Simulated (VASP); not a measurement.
# Hg: single point with PBE

Hg:

```xyz
1
Lattice="0.0000 2.3919 2.3919 2.3919 0.0000 2.3919 2.3919 2.3919 0.0000" Properties=species:S:1:pos:R:3 pbc="T T T"
Hg    0.0000    0.0000    0.0000
```

```json
{
  "Program": "VASP 6.6.1",
  "Task": "single point",
  "Functional": "PBE",
  "Potentials or basis": "VASP PAW PBE potentials, release 64 (Hg)",
  "Cutoff": "520 eV",
  "k mesh": "4 × 4 × 4",
  "Occupations": "gaussian, width 0.1 eV",
  "Spin": "no spin polarisation",
  "Dipole correction": "no",
  "Further INCAR settings": "ALGO = Normal; EDIFF = 1e-07; NBANDS = 12"
}
```

* Pressure: -0.7 GPa
* Band gap on the k mesh: zero (band 6 reaches 1.54 eV, above the bottom of band 7 at 0.65 eV)

Levels at points of the mesh, in eV from the Fermi level:
```tsv
k point	band 2	band 3	band 4	band 5	band 6	band 7	band 8	band 9	band 10	band 11
(0.00, 0.00, 0.00)	-6.46	-6.46	-6.46	-6.00	-6.00	13.38	13.56	13.56	13.56	17.42
(0.50, 0.00, 0.00)	-6.46	-6.46	-5.60	-5.60	-1.75	-0.86	11.41	11.41	12.65	16.23
(0.50, 0.50, 0.00)	-7.09	-5.63	-5.50	-5.50	0.03	0.37	6.71	6.71	10.52	12.12
```

Wall time 3.6 s on 1 thread of Intel(R) Xeon(R) Platinum 8488C (Sapphire Rapids) (shared host), peak memory 0.15 GiB.

Caveat: the k points lie up to 0.57 Å⁻¹ apart; spin-orbit coupling is left out, which moves the levels of the heavy elements.
